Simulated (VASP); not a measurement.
## Zn4SeS3: single point with PBE

Zn4SeS3:

```
Zn Se S
1.0
    -2.75538    2.75538    5.50873
     2.75538   -2.75538    5.50873
     2.75538    2.75538   -5.50873
Zn Se S
4 1 3
Direct
  0.37077 0.88547 0.00000
  0.11453 0.11453 0.48530
  0.88547 0.37077 0.00000
  0.62923 0.62923 0.51470
  0.50000 0.50000 0.00000
  0.75000 0.25000 0.50000
  0.25000 0.75000 0.50000
  0.00000 0.00000 0.00000
```

```json
{"Program": "VASP 6.6.1", "Task": "single point", "Functional": "PBE", "Potentials or basis": "VASP PAW PBE potentials, release 64 (Zn, Se, S)", "Cutoff": "520 eV", "k mesh": "4 × 4 × 4", "Occupations": "gaussian, width 0.1 eV", "Spin": "no spin polarisation", "Dipole correction": "no", "Further INCAR settings": "ALGO = Normal; EDIFF = 1e-06; NBANDS = 46"}
```

```json
{
  "Pressure": "0.3 GPa",
  "Largest force": "0.058 eV/Å",
  "Band gap on the k mesh": "1.78 eV"
}
```

Forces on the atoms (eV/Å):
```
Zn   0.039 -0.039  0.016
Zn  -0.039 -0.039 -0.016
Zn  -0.039  0.039  0.016
Zn   0.039  0.039 -0.016
Se   0.000  0.000  0.000
S    0.000  0.000  0.000
S    0.000  0.000  0.000
S    0.000  0.000  0.000
```

Levels at points of the mesh, in eV from the valence-band top:
| k point | band 34 | band 35 | band 36 | band 37 | band 38 | band 39 |
| --- | --- | --- | --- | --- | --- | --- |
| (0.00, 0.00, 0.00) | 0.00 | 0.00 | 0.00 | 1.78 | 3.34 | 3.89 |
| (0.50, 0.00, 0.00) | -1.54 | -1.02 | -0.74 | 4.45 | 4.46 | 4.94 |
| (0.50, 0.50, 0.00) | -0.80 | -0.67 | -0.60 | 2.99 | 3.11 | 4.48 |
| (0.50, 0.50, 0.50) | -1.37 | -1.01 | -1.01 | 3.20 | 3.45 | 3.90 |

Run time: 5.5 min on 1 thread of AMD EPYC 7R13, with other jobs on the host, peak memory 0.39 GiB.
